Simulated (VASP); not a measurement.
# Ta4N (Pm-3m) in VASP: notebook

The runs below take Ta4N through single point, with PBE.

All numbers are computed with VASP 6.6.1; they aren't measurements. Logs are shortened: lines on timing, memory, paths and dates and some standing lists are left out, and cuts for length are marked.

## (1) The cell of the first run

Symmetry: Pm-3m, No. 221, cubic system. The conventional cell has a = 4.291 Å, b = 4.291 Å, c = 4.291 Å, α = 90.00°, β = 90.00°, γ = 90.00°. Ta (site symmetry m-3m) has 12 Ta at 3.03 Å and 8 N at 3.72 Å within 4.0 Å. Ta (site symmetry 4/mmm) has 2 N at 2.15 Å within 2.8 Å. N (site symmetry m-3m) has 6 Ta at 2.15 Å within 2.8 Å.

## (2) Single point, PBE

Contents of INCAR:

```
SYSTEM = Ta4N
ALGO = Normal ; EDIFF = 1E-7
ENCUT = 520 ; GGA = PE
ISIF = 2 ; ISMEAR = 0
LASPH = .TRUE. ; LCHARG = .TRUE.
LELF = .TRUE. ; LREAL = .FALSE.
LVHAR = .TRUE. ; LWAVE = .FALSE.
NBANDS = 32 ; NELM = 80
PREC = Accurate ; SIGMA = 0.1
```

Contents of KPOINTS:

```
k-points
0
G
  4 4 4
  0 0 0
```

Contents of POSCAR:

```
Ta4N
1.0
    4.2906923000      0.0000000000      0.0000000000
    0.0000000000      4.2906923000      0.0000000000
    0.0000000000      0.0000000000      4.2906923000
Ta N
4 1
Direct
    0.0000000000      0.0000000000      0.0000000000
    0.5000000000      0.5000000000      0.0000000000
    0.5000000000      0.0000000000      0.5000000000
    0.0000000000      0.5000000000      0.5000000000
    0.5000000000      0.5000000000      0.5000000000
```

Potentials or basis: VASP PAW PBE potentials, release 64 (Ta_pv, N).

The run is started by

```bash
$ cat potpaw_PBE.64/Ta_pv/POTCAR potpaw_PBE.64/N/POTCAR > POTCAR
$ mpirun -np 1 vasp_std > vasp.out
```

OUTCAR:

```text
SYSTEM = Ta4N
   EDIFF = 1E-7
   ENCUT = 520
   GGA = PE
   ISIF = 2
   ISMEAR = 0
   LASPH = .TRUE.
   LREAL = .FALSE.
   NELM = 80
   PREC = Accurate

 ion  position               nearest neighbor table
   1  0.000  0.000  0.000-   2 3.03   3 3.03   4 3.03   3 3.03   4 3.03   2 3.03   4 3.03   4 3.03
                             2 3.03   3 3.03   3 3.03   2 3.03
   2  0.500  0.500  0.000-   5 2.15   5 2.15   4 3.03   1 3.03   3 3.03   4 3.03   3 3.03   1 3.03
                             3 3.03   3 3.03   1 3.03   4 3.03   4 3.03   1 3.03
   3  0.500  0.000  0.500-   5 2.15   5 2.15   4 3.03   1 3.03   1 3.03   2 3.03   2 3.03   4 3.03
                             2 3.03   2 3.03   1 3.03   4 3.03   1 3.03   4 3.03
   4  0.000  0.500  0.500-   5 2.15   5 2.15   3 3.03   1 3.03   1 3.03   2 3.03   1 3.03   3 3.03
                             1 3.03   2 3.03   3 3.03   2 3.03   2 3.03   3 3.03
   5  0.500  0.500  0.500-   2 2.15   3 2.15   4 2.15   2 2.15   3 2.15   4 2.15

  LATTYP: Found a simple cubic cell.
 ALAT       =     4.2906923000

  Lattice vectors:

 A1 = (   4.2906923000,   0.0000000000,   0.0000000000)
 A2 = (   0.0000000000,   4.2906923000,   0.0000000000)
 A3 = (   0.0000000000,   0.0000000000,   4.2906923000)

Analysis of symmetry for initial positions (statically):
=====================================================================
 Subroutine PRICEL returns:
 Original cell was already a primitive cell.

 Routine SETGRP: Setting up the symmetry group for a
 simple cubic supercell.

 Subroutine GETGRP returns: Found 48 space group operations
 (whereof 48 operations were pure point group operations)
 out of a pool of 48 trial point group operations.

The static configuration has the point symmetry O_h .

Analysis of symmetry for dynamics (positions and initial velocities):
=====================================================================
 Subroutine PRICEL returns:
 Original cell was already a primitive cell.

 Routine SETGRP: Setting up the symmetry group for a
 simple cubic supercell.

 Subroutine GETGRP returns: Found 48 space group operations
 (whereof 48 operations were pure point group operations)
 out of a pool of 48 trial point group operations.

The dynamic configuration has the point symmetry O_h .

 Subroutine INISYM returns: Found 48 space group operations
 (whereof 48 operations are pure point group operations),
 and found     1 'primitive' translations

----------------------------------------------------------------------------------------

                                     Primitive cell

  volume of cell :      78.9918

  direct lattice vectors                    reciprocal lattice vectors
     4.290692300  0.000000000  0.000000000     0.233062623  0.000000000  0.000000000
     0.000000000  4.290692300  0.000000000     0.000000000  0.233062623  0.000000000
     0.000000000  0.000000000  4.290692300     0.000000000  0.000000000  0.233062623

  length of vectors
     4.290692300  4.290692300  4.290692300     0.233062623  0.233062623  0.233062623

  position of ions in fractional coordinates (direct lattice)
     0.000000000  0.000000000  0.000000000
     0.500000000  0.500000000  0.000000000
     0.500000000  0.000000000  0.500000000
     0.000000000  0.500000000  0.500000000
     0.500000000  0.500000000  0.500000000

  ion indices of the primitive-cell ions
   primitive index   ion index
                 1           1
                 2           2
                 3           3
                 4           4
                 5           5

----------------------------------------------------------------------------------------

 KPOINTS: k-points

Automatic generation of k-mesh.
 Grid dimensions read from file:
 generate k-points for:    4    4    4

 Generating k-lattice:

  Cartesian coordinates                     Fractional coordinates (reciprocal lattice)
     0.058265656  0.000000000  0.000000000     0.250000000  0.000000000  0.000000000
     0.000000000  0.058265656  0.000000000     0.000000000  0.250000000  0.000000000
     0.000000000  0.000000000  0.058265656     0.000000000  0.000000000  0.250000000

  Length of vectors
     0.058265656  0.058265656  0.058265656

  Shift w.r.t. Gamma in fractional coordinates (k-lattice)
     0.000000000  0.000000000  0.000000000

 Subroutine IBZKPT returns following result:
 ===========================================

 Found     10 irreducible k-points:

 Following reciprocal coordinates:
            Coordinates               Weight
  0.000000  0.000000  0.000000      1.000000
  0.250000  0.000000  0.000000      6.000000
  0.500000  0.000000  0.000000      3.000000
  0.250000  0.250000  0.000000     12.000000
  0.500000  0.250000  0.000000     12.000000
  0.500000  0.500000  0.000000      3.000000
  0.250000  0.250000  0.250000      8.000000
  0.500000  0.250000  0.250000     12.000000
  0.500000  0.500000  0.250000      6.000000
  0.500000  0.500000  0.500000      1.000000
   k-points           NKPTS =     10   k-points in BZ     NKDIM =     10   number of bands    NBANDS=     32
   number of dos      NEDOS =    301   number of ions     NIONS =      5
   total plane-waves  NPLWV =  32768
   dimension x,y,z NGX =    32 NGY =   32 NGZ =   32
   dimension x,y,z NGXF=    64 NGYF=   64 NGZF=   64
   ions per type =               4   1
   NGX,Y,Z   is equivalent  to a cutoff of  12.40, 12.40, 12.40 a.u.
   NGXF,Y,Z  is equivalent  to a cutoff of  24.80, 24.80, 24.80 a.u.
 SYSTEM =  Ta4N
   PREC   = accura    normal or accurate (medium, high low for compatibility)
   ISTART =      0    job   : 0-new  1-cont  2-samecut
   ICHARG =      2    charge: 1-file 2-atom 10-const
   ISPIN  =      1    spin polarized calculation?
   LNONCOLLINEAR =      F non collinear calculations
   LSORBIT =      F    spin-orbit coupling
   LASPH  =      T    aspherical Exc in radial PAW
   ENCUT  =  520.0 eV  38.22 Ry    6.18 a.u.   7.98  7.98  7.98*2*pi/ulx,y,z
   NELM   =     80;   NELMIN=  2; NELMDL= -5     # of ELM steps
   EDIFF  = 0.1E-06   stopping-criterion for ELM
   LREAL  =      F    real-space projection
   EDIFFG = 0.1E-05   stopping-criterion for IOM
   NSW    =      0    number of steps for IOM
   IBRION =     -1    ionic relax: 0-MD 1-quasi-New 2-CG
   NFREE  =      0    steps in history (QN), initial steepest desc. (CG)
   ISIF   =      2    stress and relaxation
   ISYM   =      2    0-nonsym 1-usesym 2-fastsym
   POTIM  = 0.5000    time-step for ionic-motion
   TEBEG  =    0.0;   TEEND  =   0.0 temperature during run
   PSTRESS=    0.0 pullay stress
   NELECT =      49.0000    total number of electrons
   NUPDOWN=      -1.0000    fix difference up-down
   EMIN   =  10.00;   EMAX   =-10.00  energy-range for DOS
   EFERMI =   0.00;   METHOD = LEGACY
   ISMEAR =     0;   SIGMA  =   0.10  broadening in eV -4-tet -1-fermi 0-gaus
   EFERMI_NEDOS =   21; number of points for ismear=-14 and -15
   IALGO  =     38    algorithm
   IMIX   =      4    mixing-type and parameters
     AMIX     =   0.40;   BMIX     =  1.00
     AMIX_MAG =   1.60;   BMIX_MAG =  1.00
  volume/ion in A,a.u.               =      15.80       106.61
  Fermi-wavevector in a.u.,A,eV,Ry     =   1.396195  2.638426 26.522669  1.949361
  Thomas-Fermi vector in A             =   2.519573
   LORBIT       =      0    0 simple, 1 ext, 2 COOP (PROOUT), +10 PAW based schemes
   GGA     = PE    functional components
   LHFCALC =     F    Hartree Fock is set to
   AEXX    =    0.0000 exact exchange contribution
   IVDW    =     0    specifies the selected vdW correction
   LEPSILON=     F    determine dielectric tensor
   LRPA    =     F    only Hartree local field effects (RPA)
 non-spin polarized calculation
 Gauss-broadening in eV      SIGMA  =   0.10
  energy-cutoff  :      520.00
  volume of cell :       78.99
 maximum number of plane-waves:      2176
 NGX is ok and might be reduce to    32
   NGX = 15   NGY = 15   NGZ = 15

 number of electron      48.9999990 magnetization

 Free energy of the ion-electron system (eV)
  ---------------------------------------------------
  ext. energy  EPLUGINS =         0.00000000
  ---------------------------------------------------
  free energy    TOTEN  =       -57.74929475 eV

  energy without entropy =      -57.72684622  energy(sigma->0) =      -57.73807049

 E-fermi :   6.1732     XC(G=0): -12.5921

 val. band max:        6.1432417587   @ k =   0.5000   0.2500   0.0000
 cond. band min:       6.2173712286   @ k =   0.0000   0.0000   0.0000
 fundamental gap:      0.0741294699
 Fermi energy:         6.1732016054

 k-point     1 :       0.0000    0.0000    0.0000
  band No.  band energies     occupation
      1     -28.6933      2.00000
      2     -28.6933      2.00000
      3     -28.6933      2.00000
      4     -28.2053      2.00000
      5     -28.2053      2.00000
      6     -28.2053      2.00000
[... 24 lines left out ...]
     31      10.9641      0.00000
     32      10.9641      0.00000

 k-point     2 :       0.2500    0.0000    0.0000
  band No.  band energies     occupation
      1     -28.6281      2.00000
      2     -28.6281      2.00000
      3     -28.6002      2.00000
      4     -28.2388      2.00000
      5     -28.2388      2.00000
      6     -28.2143      2.00000
[... 24 lines left out ...]
     31       9.6899      0.00000
     32      10.7059      0.00000
[... 243 lines left out ...]
     31       9.5135      0.00000
     32      10.2217      0.00000

 k-point    10 :       0.5000    0.5000    0.5000
  band No.  band energies     occupation
      1     -29.0925      2.00000
      2     -28.6280      2.00000
      3     -28.6280      2.00000
      4     -28.6280      2.00000
      5     -28.0906      2.00000
      6     -28.0906      2.00000
[... 24 lines left out ...]
     31      10.1716      0.00000
     32      11.3044      0.00000

------------------------ aborting loop because EDIFF is reached ----------------------------------------

  FORCE on cell =-STRESS in cart. coord.  units (eV):
  Direction    XX          YY          ZZ          XY          YZ          ZX
  --------------------------------------------------------------------------------------
  -------------------------------------------------------------------------------------
  Total        0.1399834      0.1399834      0.1399834      0.0000000      0.0000000      0.0000000
  in kB        2.8392586      2.8392586      2.8392586      0.0000000      0.0000000      0.0000000
  external PRESSURE =       2.8392586 kB  Pullay stress =       0.0000000 kB

 VOLUME and BASIS-vectors are now :
 -----------------------------------------------------------------------------
  energy-cutoff  :      520.00
  volume of cell :       78.99
      direct lattice vectors                 reciprocal lattice vectors
     4.290692300  0.000000000  0.000000000     0.233062623  0.000000000  0.000000000
     0.000000000  4.290692300  0.000000000     0.000000000  0.233062623  0.000000000
     0.000000000  0.000000000  4.290692300     0.000000000  0.000000000  0.233062623

 POSITION                                       TOTAL-FORCE (eV/Angst)
 -----------------------------------------------------------------------------------
      0.00000      0.00000      0.00000         0.000000      0.000000      0.000000
      2.14535      2.14535      0.00000         0.000000      0.000000      0.000000
      2.14535      0.00000      2.14535         0.000000      0.000000      0.000000
      0.00000      2.14535      2.14535         0.000000      0.000000      0.000000
      2.14535      2.14535      2.14535         0.000000      0.000000      0.000000
 -----------------------------------------------------------------------------------
    total drift:                                0.000000     -0.000000     -0.000000

  FREE ENERGIE OF THE ION-ELECTRON SYSTEM (eV)
  ---------------------------------------------------
  free  energy   TOTEN  =       -57.7492947528 eV

  energy  without entropy=      -57.7268462227  energy(sigma->0) =      -57.73807049
```

Wall time 29 s (1 thread of AMD EPYC 7R43 (Zen 3), shared host); peak memory 0.15 GiB.

What came out:

```
Free energy : -57.7493 eV
Pressure    : 0.3 GPa
```

Caveat: the k points lie up to 0.37 Å⁻¹ apart; spin-orbit coupling is left out, which moves the levels of the heavy elements.

## (3) Single point, PBE

Contents of INCAR:

```
PREC = Accurate ; ENCUT = 520
EDIFF = 1E-6 ; ISMEAR = 0
SIGMA = 0.1 ; LREAL = F
LASPH = T ; NELM = 100
ALGO = Normal ; ISIF = 2
LWAVE = F ; LCHARG = F
GGA = PE ; NBANDS = 32
```

Contents of KPOINTS:

```
regular mesh
0
Gamma
  10 10 10
```

POSCAR is that of step 2.

Potentials or basis: VASP PAW PBE potentials, release 64 (Ta_pv, N).

The run is started by

```bash
$ cat potpaw_PBE.64/Ta_pv/POTCAR potpaw_PBE.64/N/POTCAR > POTCAR
$ mpirun -np 1 vasp_std > vasp.out
```

Run time: 2.1 min. Hardware: 1 thread of AMD EPYC 7R43 (Zen 3), shared host; peak memory 0.22 GiB.

Results (log left out):

```
Free energy : -57.7564 eV
Pressure    : 0.3 GPa
```

Levels at points of the mesh, in eV from the Fermi level:
| k point | band 21 | band 22 | band 23 | band 24 | band 25 | band 26 | band 27 | band 28 | band 29 | band 30 |
| --- | --- | --- | --- | --- | --- | --- | --- | --- | --- | --- |
| (0.00, 0.00, 0.00) | -3.69 | -3.69 | -0.05 | -0.05 | -0.05 | 2.47 | 2.47 | 3.84 | 3.84 | 3.84 |
| (0.50, 0.00, 0.00) | -1.94 | -1.68 | -1.68 | 0.10 | 0.10 | 0.19 | 1.04 | 1.58 | 1.82 | 1.82 |
| (0.50, 0.50, 0.00) | -1.65 | -1.65 | -1.44 | -1.04 | -0.37 | -0.37 | 1.40 | 1.51 | 2.40 | 2.41 |
| (0.50, 0.50, 0.50) | -0.15 | -0.15 | -0.15 | 0.03 | 0.03 | 0.20 | 0.20 | 0.20 | 3.91 | 3.91 |

Caveat: spin-orbit coupling is left out, which moves the levels of the heavy elements.
